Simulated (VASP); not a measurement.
# In2O (antifluorite type): single point with PBE

Crystal: In2O (antifluorite type).

```
CELL_PARAMETERS angstrom
0.00000 3.20586 3.20586
3.20586 0.00000 3.20586
3.20586 3.20586 0.00000
ATOMIC_POSITIONS crystal
In 0.25000 0.25000 0.25000
In 0.75000 0.75000 0.75000
O 0.00000 0.00000 0.00000
```

```
Program                : VASP 6.6.1
Task                   : single point
Functional             : PBE
Potentials or basis    : VASP PAW PBE potentials, release 64 (In_d, O)
Cutoff                 : 520 eV
k mesh                 : 15 × 15 × 15
Occupations            : fermi-dirac, width 0.0612256 eV
Spin                   : no spin polarisation
Dipole correction      : no
Further INCAR settings : ALGO = Normal; EDIFF = 1e-07; NBANDS = 23
```

| Item | Value |
| --- | --- |
| Pressure | 0.0 GPa |
| Band gap on the k mesh | zero (band 16 reaches 7.29 eV, above the bottom of band 17 at 5.59 eV) |

Levels at points of the mesh, in eV from the Fermi level:
```csv
k point,band 14,band 15,band 16,band 17,band 18,band 19
"(0.00, 0.00, 0.00)",-2.37,-2.37,1.55,1.94,1.94,1.94
```

It took 94 s on 1 thread of Intel(R) Xeon(R) 6975P-C (Granite Rapids) (shared host), peak memory 0.31 GiB.

Caveat: spin-orbit coupling is left out, which moves the levels of the heavy elements.
